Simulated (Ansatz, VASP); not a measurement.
# Sb: VASP beside Ansatz

Contents of INCAR:

```
SYSTEM = Sb
ALGO = Normal
EDIFF = 1E-6
ENCUT = 520
ISIF = 2
ISMEAR = -1
LASPH = .True.
LCHARG = .False.
LREAL = .False.
LWAVE = .False.
NBANDS = 8
NELM = 100
PREC = Accurate
SIGMA = 0.05
```

File KPOINTS:

```
k-points
0
Gamma
  10 10 10
  0 0 0
```

File POSCAR:

```
Sb
1.0
    0.0000000000      2.4177492801      2.4177492801
    2.4177492801      0.0000000000      2.4177492801
    2.4177492801      2.4177492801      0.0000000000
Sb
1
Direct
    0.0000000000      0.0000000000      0.0000000000
```

The input input.yaml:

```yaml
crystal:
  lattice:
    - [0.0, 2.4177492801, 2.4177492801]
    - [2.4177492801, 0.0, 2.4177492801]
    - [2.4177492801, 2.4177492801, 0.0]
  atoms:
    - { symbol: Sb, position: [0.0, 0.0, 0.0] }
kpoints:
  mp_grid: { grid: [10, 10, 10] }
scf:
  occupations: { method: fermi_dirac, width: 0.05 }
hamiltonian:
  xc: lda
  pseudopotentials: { kind: all_electron, lapw: { basis_error: 0.001 } }
output:
  forces: true
  stress: true
  eigenvalues: true
```

Change from the starting cell: volume scaled by 1.06.

Alike in both runs: task single point; functional LDA; k mesh 10 × 10 × 10; occupations fermi-dirac, width 0.05 eV; no spin polarisation.

|  | VASP | Ansatz |
| --- | --- | --- |
| version | VASP 6.6.1 | Ansatz 0.2.0 |
| potentials or method | VASP PAW LDA potentials, release 64 (Sb), cutoff 520 eV | all-electron LAPW, scalar-relativistic |

```tsv
	VASP	Ansatz	Ansatz less VASP
gap on the k mesh at the Fermi level (eV)	none	none	-
pressure (GPa)	-5.4	-5.4	-0.01
```

LDA's correlation is that of Perdew and Zunger in VASP and of Perdew and Wang (1992) in Ansatz. A gap of «none» marks a metal or a gap that the smearing closes. Ansatz ran all-electron here, and VASP with PAW potentials.

Neither program's run includes spin-orbit coupling.
